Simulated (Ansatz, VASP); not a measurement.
# One calculation of Li2Se, two programs

```
Se Li
1.0
     0.00000    2.99352    2.99352
     2.99352    0.00000    2.99352
     2.99352    2.99352    0.00000
Se Li
1 2
Direct
  0.00000 0.00000 0.00000
  0.25000 0.25000 0.25000
  0.75000 0.75000 0.75000
```

Alike in both runs: task single point; functional HSE06; k mesh 4 × 4 × 4; no spin polarisation.

|  | VASP | Ansatz |
| --- | --- | --- |
| version | VASP 6.6.1 | Ansatz 0.2.0 |
| potentials or method | VASP PAW PBE potentials, release 64 (Se, Li_sv) | plane waves, PAW |
| plane-wave cutoff (eV) | 650 | 420 |
| occupations | gaussian, width 0.01 eV | fixed |
| valence electrons in the cell | 12 | 22 |

VASP gave:

| Quantity | Value |
| --- | --- |
| gap on the k mesh at the Fermi level (eV) | 3.83 |
| pressure (GPa) | -0.5 |

Question: Estimate Ansatz's values.

Answer: gap on the k mesh at the Fermi level (eV): 3.82; pressure (GPa): -0.3.

VASP's potentials hold 12 valence electrons a cell and Ansatz's 22, so a difference there can come from the potentials and not from the codes. Ansatz's warnings: stress exchange threshold loose, stress scf threshold loose.

The k mesh is coarse, so the values compare programs but aren't converged.
